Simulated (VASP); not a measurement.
# GdN (P6_3/mmc) in VASP: a series of runs

GdN is run at these levels: PBE+U; tasks: relaxation of shape and atoms at fixed volume, single point.

All numbers are computed with VASP 6.6.1; they aren't measurements. Logs are shortened: lines on timing, memory, paths and dates and some standing lists are left out, and cuts for length are marked.

## (1) The cell of the first run

The structure is hexagonal, space group P6_3/mmc (No. 194). Conventional cell: a = 3.704 Å, b = 3.704 Å, c = 5.163 Å, α = 90.00°, β = 90.00°, γ = 120.00°. Gd (site symmetry -3m) has 6 N at 2.50 Å and 2 Gd at 2.58 Å within 3.3 Å. Within 3.4 Å of N (site symmetry -6m2) lie 6 Gd at 2.50 Å and 6 N at 3.35 Å.

## (2) Relaxation of shape and atoms at fixed volume, PBE+U, collinear spin, ferromagnetic start

INCAR

```
PREC = Accurate
ENCUT = 600
EDIFF = 1E-6
ISMEAR = 0
SIGMA = 0.05
LREAL = False
LASPH = True
NELM = 150
ALGO = Normal
ISIF = 4
LWAVE = False
LCHARG = False
ISPIN = 2
MAGMOM = 7.67 7.67 0 0
LORBIT = 11
LMAXMIX = 6
LDAU = True
LDAUTYPE = 2
LDAUL = 3 -1
LDAUU = 6 0
LDAUJ = 0 0
LDAUPRINT = 1
GGA = PE
IBRION = 2
NSW = 60
EDIFFG = -0.04
```

KPOINTS

```
Automatic mesh
0
Gamma
  6 6 4
```

POSCAR

```
GdN
1.0
    3.7043281970      0.0000000000      0.0000000000
   -1.8521640985      3.2080423225      0.0000000000
    0.0000000000      0.0000000000      5.1629266166
Gd N
2 2
Direct
    0.0000000000      0.0000000000      0.0000000000
    0.0000000000      0.0000000000      0.5000000000
    0.3333333333      0.6666666667      0.2500000000
    0.6666666667      0.3333333333      0.7500000000
```

Potentials or basis: VASP PAW PBE potentials, release 64 (Gd, N).

Launch:

```
cat potpaw_PBE.64/Gd/POTCAR potpaw_PBE.64/N/POTCAR > POTCAR
mpirun -np 1 vasp_std > vasp.out
```

OUTCAR:

```text
PREC = Accurate
   ENCUT = 600
   EDIFF = 1E-6
   ISMEAR = 0
   LREAL = False
   LASPH = True
   NELM = 150
   ISIF = 4
   ISPIN = 2
   LORBIT = 11
   GGA = PE
   IBRION = 2
   NSW = 60
   EDIFFG = -0.04

 ion  position               nearest neighbor table
   1  0.000  0.000  0.000-   3 2.50   4 2.50   3 2.50   4 2.50   4 2.50   3 2.50   2 2.58   2 2.58

   2  0.000  0.000  0.500-   3 2.50   4 2.50   3 2.50   4 2.50   4 2.50   3 2.50   1 2.58   1 2.58

   3  0.333  0.667  0.250-   1 2.50   2 2.50   1 2.50   2 2.50   1 2.50   2 2.50
   4  0.667  0.333  0.750-   1 2.50   2 2.50   1 2.50   2 2.50   1 2.50   2 2.50

  LATTYP: Found a hexagonal cell.
 ALAT       =     3.7043281970
 C/A-ratio  =     1.3937551810

  Lattice vectors:

 A1 = (   3.7043281970,   0.0000000000,   0.0000000000)
 A2 = (  -1.8521640985,   3.2080423225,   0.0000000000)
 A3 = (   0.0000000000,   0.0000000000,   5.1629266166)

Analysis of symmetry for initial positions (statically):
=====================================================================
 Subroutine PRICEL returns:
 Original cell was already a primitive cell.

 Routine SETGRP: Setting up the symmetry group for a
 hexagonal supercell.

 Subroutine GETGRP returns: Found 24 space group operations
 (whereof 12 operations were pure point group operations)
 out of a pool of 24 trial point group operations.

The static configuration has the point symmetry D_3d.
 The point group associated with its full space group is D_6h.

Analysis of symmetry for dynamics (positions and initial velocities):
=====================================================================
 Subroutine PRICEL returns:
 Original cell was already a primitive cell.

 Routine SETGRP: Setting up the symmetry group for a
 hexagonal supercell.

 Subroutine GETGRP returns: Found 24 space group operations
 (whereof 12 operations were pure point group operations)
 out of a pool of 24 trial point group operations.

The dynamic configuration has the point symmetry D_3d.
 The point group associated with its full space group is D_6h.

Analysis of structural, dynamic, and magnetic symmetry:
=====================================================================
 Subroutine PRICEL returns:
 Original cell was already a primitive cell.

 Routine SETGRP: Setting up the symmetry group for a
 hexagonal supercell.

 Subroutine GETGRP returns: Found 24 space group operations
 (whereof 12 operations were pure point group operations)
 out of a pool of 24 trial point group operations.

[... 263 lines left out ...]
  o =  0.0131  v =  0.0000  0.0000  0.0000  0.0000  0.0000  0.0000  0.0000 -0.0000  0.9064 -0.0000 -0.0000 -0.4224  0.0000  0.0000      0.0000  0.0000  0.0000  0.0000  0.0000  0.0000  0.0000  0.0000  0.0000  0.0000  0.0000  0.0000  0.0000  0.0000
  o =  0.9886  v =  0.3828 -0.0000  0.0000 -0.9238 -0.0000 -0.0000  0.0000  0.0000  0.0000  0.0000  0.0000  0.0000  0.0000  0.0000      0.0000  0.0000  0.0000  0.0000  0.0000  0.0000  0.0000  0.0000  0.0000  0.0000  0.0000  0.0000  0.0000  0.0000
  o =  0.9904  v = -0.0000  0.0000 -0.0000  0.0000  0.0000 -0.0000  1.0000  0.0000  0.0000  0.0000  0.0000  0.0000  0.0000  0.0000      0.0000  0.0000  0.0000  0.0000  0.0000  0.0000  0.0000  0.0000  0.0000  0.0000  0.0000  0.0000  0.0000  0.0000
  o =  0.9910  v =  0.0000  0.0000  0.9757  0.0000  0.0000  0.2190  0.0000  0.0000  0.0000  0.0000  0.0000  0.0000  0.0000  0.0000      0.0000  0.0000  0.0000  0.0000  0.0000  0.0000  0.0000  0.0000  0.0000  0.0000  0.0000  0.0000  0.0000  0.0000
  o =  0.9910  v =  0.0000 -0.2190  0.0000  0.0000 -0.9757  0.0000  0.0000  0.0000  0.0000  0.0000  0.0000  0.0000  0.0000  0.0000      0.0000  0.0000  0.0000  0.0000  0.0000  0.0000  0.0000  0.0000  0.0000  0.0000  0.0000  0.0000  0.0000  0.0000
  o =  0.9922  v =  0.9238  0.0000 -0.0000  0.3828 -0.0000  0.0000  0.0000  0.0000  0.0000  0.0000  0.0000  0.0000  0.0000  0.0000      0.0000  0.0000  0.0000  0.0000  0.0000  0.0000  0.0000  0.0000  0.0000  0.0000  0.0000  0.0000  0.0000  0.0000
  o =  0.9937  v =  0.0000  0.0002  0.2190  0.0000 -0.0000 -0.9757  0.0000  0.0000  0.0000  0.0000  0.0000  0.0000  0.0000  0.0000      0.0000  0.0000  0.0000  0.0000  0.0000  0.0000  0.0000  0.0000  0.0000  0.0000  0.0000  0.0000  0.0000  0.0000
  o =  0.9937  v = -0.0000  0.9757 -0.0000 -0.0000 -0.2190  0.0002  0.0000  0.0000  0.0000  0.0000  0.0000  0.0000  0.0000  0.0000      0.0000  0.0000  0.0000  0.0000  0.0000  0.0000  0.0000  0.0000  0.0000  0.0000  0.0000  0.0000  0.0000  0.0000

atom =   2  type =  1  l = 3

 onsite density matrix

spin component  1

  0.9917 -0.0000 -0.0000 -0.0013 -0.0000  0.0000 -0.0000
 -0.0000  0.9936 -0.0000  0.0000  0.0006 -0.0000 -0.0000
 -0.0000 -0.0000  0.9911  0.0000 -0.0000  0.0006  0.0000
 -0.0013  0.0000  0.0000  0.9891 -0.0000 -0.0000  0.0000
 -0.0000  0.0006 -0.0000 -0.0000  0.9911 -0.0000 -0.0000
  0.0000 -0.0000  0.0006 -0.0000 -0.0000  0.9936  0.0000
 -0.0000 -0.0000  0.0000  0.0000 -0.0000  0.0000  0.9904

spin component  2

  0.0067 -0.0000 -0.0000 -0.0049  0.0000  0.0000  0.0000
 -0.0000  0.0116  0.0000  0.0000  0.0032  0.0000 -0.0000
 -0.0000  0.0000  0.0063 -0.0000 -0.0000  0.0032 -0.0000
 -0.0049  0.0000 -0.0000  0.0045  0.0000 -0.0000 -0.0000
  0.0000  0.0032 -0.0000  0.0000  0.0063  0.0000 -0.0000
  0.0000  0.0000  0.0032 -0.0000  0.0000  0.0116  0.0000
  0.0000 -0.0000 -0.0000 -0.0000 -0.0000  0.0000  0.0039

 occupancies and eigenvectors

  o =  0.0006  v =  0.0000  0.0000  0.0000  0.0000  0.0000  0.0000  0.0000  0.6262 -0.0000  0.0000  0.7796 -0.0000  0.0000  0.0000      0.0000  0.0000  0.0000  0.0000  0.0000  0.0000  0.0000  0.0000  0.0000  0.0000  0.0000  0.0000  0.0000  0.0000
  o =  0.0039  v =  0.0000  0.0000  0.0000  0.0000  0.0000  0.0000  0.0000  0.0000  0.0000 -0.0000  0.0000 -0.0000  0.0000 -1.0000      0.0000  0.0000  0.0000  0.0000  0.0000  0.0000  0.0000  0.0000  0.0000  0.0000  0.0000  0.0000  0.0000  0.0000
  o =  0.0048  v =  0.0000  0.0000  0.0000  0.0000  0.0000  0.0000  0.0000  0.0000 -0.0000  0.9064 -0.0000  0.0000 -0.4224 -0.0000      0.0000  0.0000  0.0000  0.0000  0.0000  0.0000  0.0000  0.0000  0.0000  0.0000  0.0000  0.0000  0.0000  0.0000
  o =  0.0048  v =  0.0000  0.0000  0.0000  0.0000  0.0000  0.0000  0.0000 -0.0000 -0.4224 -0.0000  0.0000  0.9064  0.0000 -0.0000      0.0000  0.0000  0.0000  0.0000  0.0000  0.0000  0.0000  0.0000  0.0000  0.0000  0.0000  0.0000  0.0000  0.0000
  o =  0.0106  v =  0.0000  0.0000  0.0000  0.0000  0.0000  0.0000  0.0000 -0.7796 -0.0000  0.0000  0.6262 -0.0000  0.0000 -0.0000      0.0000  0.0000  0.0000  0.0000  0.0000  0.0000  0.0000  0.0000  0.0000  0.0000  0.0000  0.0000  0.0000  0.0000
  o =  0.0131  v =  0.0000  0.0000  0.0000  0.0000  0.0000  0.0000  0.0000 -0.0000  0.0000 -0.4224  0.0000  0.0000 -0.9064  0.0000      0.0000  0.0000  0.0000  0.0000  0.0000  0.0000  0.0000  0.0000  0.0000  0.0000  0.0000  0.0000  0.0000  0.0000
  o =  0.0131  v =  0.0000  0.0000  0.0000  0.0000  0.0000  0.0000  0.0000  0.0000 -0.9064 -0.0000 -0.0000 -0.4224 -0.0000  0.0000      0.0000  0.0000  0.0000  0.0000  0.0000  0.0000  0.0000  0.0000  0.0000  0.0000  0.0000  0.0000  0.0000  0.0000
  o =  0.9886  v =  0.3828 -0.0000  0.0000  0.9238  0.0000  0.0000 -0.0000  0.0000  0.0000  0.0000  0.0000  0.0000  0.0000  0.0000      0.0000  0.0000  0.0000  0.0000  0.0000  0.0000  0.0000  0.0000  0.0000  0.0000  0.0000  0.0000  0.0000  0.0000
  o =  0.9904  v = -0.0000  0.0000 -0.0000 -0.0000 -0.0000  0.0000 -1.0000  0.0000  0.0000  0.0000  0.0000  0.0000  0.0000  0.0000      0.0000  0.0000  0.0000  0.0000  0.0000  0.0000  0.0000  0.0000  0.0000  0.0000  0.0000  0.0000  0.0000  0.0000
  o =  0.9910  v =  0.0000  0.0000  0.9757 -0.0000 -0.0000 -0.2190  0.0000  0.0000  0.0000  0.0000  0.0000  0.0000  0.0000  0.0000      0.0000  0.0000  0.0000  0.0000  0.0000  0.0000  0.0000  0.0000  0.0000  0.0000  0.0000  0.0000  0.0000  0.0000
  o =  0.9910  v =  0.0000  0.2190 -0.0000  0.0000 -0.9757  0.0000  0.0000  0.0000  0.0000  0.0000  0.0000  0.0000  0.0000  0.0000      0.0000  0.0000  0.0000  0.0000  0.0000  0.0000  0.0000  0.0000  0.0000  0.0000  0.0000  0.0000  0.0000  0.0000
  o =  0.9922  v = -0.9238 -0.0000  0.0000  0.3828 -0.0000  0.0000  0.0000  0.0000  0.0000  0.0000  0.0000  0.0000  0.0000  0.0000      0.0000  0.0000  0.0000  0.0000  0.0000  0.0000  0.0000  0.0000  0.0000  0.0000  0.0000  0.0000  0.0000  0.0000
  o =  0.9937  v = -0.0000 -0.0003 -0.2190  0.0000 -0.0001 -0.9757  0.0000  0.0000  0.0000  0.0000  0.0000  0.0000  0.0000  0.0000      0.0000  0.0000  0.0000  0.0000  0.0000  0.0000  0.0000  0.0000  0.0000  0.0000  0.0000  0.0000  0.0000  0.0000
  o =  0.9937  v =  0.0000 -0.9757  0.0001 -0.0000 -0.2190  0.0003  0.0000  0.0000  0.0000  0.0000  0.0000  0.0000  0.0000  0.0000      0.0000  0.0000  0.0000  0.0000  0.0000  0.0000  0.0000  0.0000  0.0000  0.0000  0.0000  0.0000  0.0000  0.0000

--------------------------------------- Ionic step        3  -------------------------------------------

 number of electron      45.9999990 magnetization      14.0008034

 Free energy of the ion-electron system (eV)
  ---------------------------------------------------
  ext. energy  EPLUGINS =         0.00000000
  ---------------------------------------------------
  free energy    TOTEN  =       -44.20138692 eV

  energy without entropy =      -44.20097969  energy(sigma->0) =      -44.20118331

 E-fermi :   3.9509     XC(G=0): -11.5970

 val. band max:        3.9228357145   @ k =   0.5000   0.0000   0.0000
 cond. band min:       4.0149771799   @ k =   0.0000   0.0000   0.0000
 fundamental gap:      0.0921414654
 Fermi energy:         3.9509141453

 spin component 1

 k-point     1 :       0.0000    0.0000    0.0000
  band No.  band energies     occupation
      1     -40.1271      1.00000
      2     -39.9474      1.00000
      3     -18.7037      1.00000
      4     -17.0960      1.00000
      5     -17.0960      1.00000
      6     -16.8884      1.00000
[... 787 lines left out ...]
     34       9.0795      0.00000
     35       9.0795      0.00000
 Fermi energy:         3.9509141453

 spin component 2

 k-point     1 :       0.0000    0.0000    0.0000
  band No.  band energies     occupation
      1     -37.0156      1.00000
      2     -36.7982      1.00000
      3     -16.8168      1.00000
      4     -14.8501      1.00000
      5     -14.8501      1.00000
      6     -14.5969      1.00000
[... 818 lines left out ...]
  FREE ENERGIE OF THE ION-ELECTRON SYSTEM (eV)
  ---------------------------------------------------
  free  energy   TOTEN  =       -44.2013869223 eV

  energy  without entropy=      -44.2009796906  energy(sigma->0) =      -44.20118331

 reached required accuracy - stopping structural energy minimisation

 total charge

# of ion       s       p       d       f       tot
--------------------------------------------------
    1        2.044   5.665   0.558   6.984  15.251
    2        2.044   5.665   0.558   6.984  15.251
    3        1.245   2.392   0.000   0.000   3.637
    4        1.245   2.392   0.000   0.000   3.637
--------------------------------------------------
tot          6.578  16.115   1.116  13.967  37.776

 magnetization (x)

# of ion       s       p       d       f       tot
--------------------------------------------------
    1       -0.003  -0.082   0.075   6.885   6.875
    2       -0.003  -0.082   0.075   6.885   6.875
    3       -0.008  -0.092   0.000   0.000  -0.100
    4       -0.008  -0.092   0.000   0.000  -0.100
--------------------------------------------------
tot         -0.022  -0.346   0.149  13.770  13.550
```

Wall time 20 min (1 thread of Intel Xeon Platinum 8488C (Sapphire Rapids), shared host); peak memory 0.28 GiB.

Results:

- Free energy: -44.2014 eV
- Energy gained by relaxing: 597.7 meV/atom
- Ionic steps: 3
- Pressure after relaxing: 6.3 GPa
- Band gap on the k mesh: zero (filled and empty bands overlap)
- Net moment: 14.00 μB per cell
- Site moments: Gd +6.88; N -0.10 μB
- Valence electrons inside the program's atomic spheres: Gd 15.25; N 3.64

Step by step:
```csv
step,energy change (eV),largest force (eV/Å),pressure (GPa),volume (Å³)
1,0.0000,0.0000,8.45,61.35
2,-1.7932,0.0000,4.44,61.35
3,-2.3909,0.0000,6.32,61.35
```

Final structure:
```yaml
crystal:
  lattice:
    - [3.42797, 0.00000, 0.00000]
    - [-1.71398, 2.96871, 0.00000]
    - [0.00000, 0.00000, 6.02895]
  atoms:
    - { symbol: Gd, position: [0.00000, 0.00000, 0.00000] }
    - { symbol: Gd, position: [0.00000, 0.00000, 0.50000] }
    - { symbol: N, position: [0.33333, 0.66667, 0.25000] }
    - { symbol: N, position: [0.66667, 0.33333, 0.75000] }
```

Eigenvalues of the final occupation matrices:
```
    site  spin  trace                         eigenvalues
site 1 f     1   6.94  0.99 0.99 0.99 0.99 0.99 0.99 0.99
site 1 f     2   0.05  0.00 0.00 0.00 0.00 0.01 0.01 0.01
site 2 f     1   6.94  0.99 0.99 0.99 0.99 0.99 0.99 0.99
site 2 f     2   0.05  0.00 0.00 0.00 0.00 0.01 0.01 0.01
```

Caveat: a cell axis changed by over 15 % at a fixed basis, so the end point is rough; spin-orbit coupling is left out, which moves the levels of the heavy elements. The state reached can hang on the start; a lower one may exist.

(Continued in part 2 of 2.)

The gap in the log of VASP goes by the Fermi energy; the results here count the filled bands.